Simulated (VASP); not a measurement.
NbSnTe4, 6 atoms in the cell. Symmetry: P6/mmm, No. 191, hexagonal system. The conventional cell has a = 5.458 Å, b = 5.458 Å, c = 6.239 Å, α = 90.00°, β = 90.00°, γ = 120.00°. Nb (site symmetry 6/mmm) has 2 Sn at 3.12 Å and 12 Te at 3.48 Å within 4.1 Å. Within 4.1 Å of Sn (site symmetry 6/mmm) lie 2 Nb at 3.12 Å and 12 Te at 3.55 Å. Within 3.9 Å of Te (site symmetry 3m) lie 5 Te at 2.97 to 3.27 Å and 3 Nb at 3.48 Å and 3 Sn at 3.55 Å. 

- Program: VASP 6.6.1
- Task: relaxation of cell and atoms
- Functional: PBE
- Potentials or basis: VASP PAW PBE potentials, release 64 (Nb_sv, Sn_d, Te)
- Cutoff: 600 eV
- k mesh: 6 × 6 × 4
- Occupations: gaussian, width 0.1 eV
- Spin: no spin polarisation
- Dipole correction: no
- Further INCAR settings: ALGO = Normal; EDIFF = 1e-06; IBRION = 2; EDIFFG = -0.04; NSW = 90; ISIF = 3

Potentials or basis: VASP PAW PBE potentials, release 64 (Nb_sv, Sn_d, Te).

Run with:

```sh
$ cat potpaw_PBE.64/Nb_sv/POTCAR potpaw_PBE.64/Sn_d/POTCAR potpaw_PBE.64/Te/POTCAR > POTCAR
$ mpirun -np 1 vasp_std > vasp.out
```

Hardware: 1 thread of Intel(R) Xeon(R) 6975P-C (Granite Rapids), with other jobs on the host.

Problem. Estimate the wall time of this run.

Solution. It took 6.6 min on 1 thread of Intel(R) Xeon(R) 6975P-C (Granite Rapids), on a shared host, peak memory 0.43 GiB. Counts: scf iterations 60, k points 21, ion steps 6.
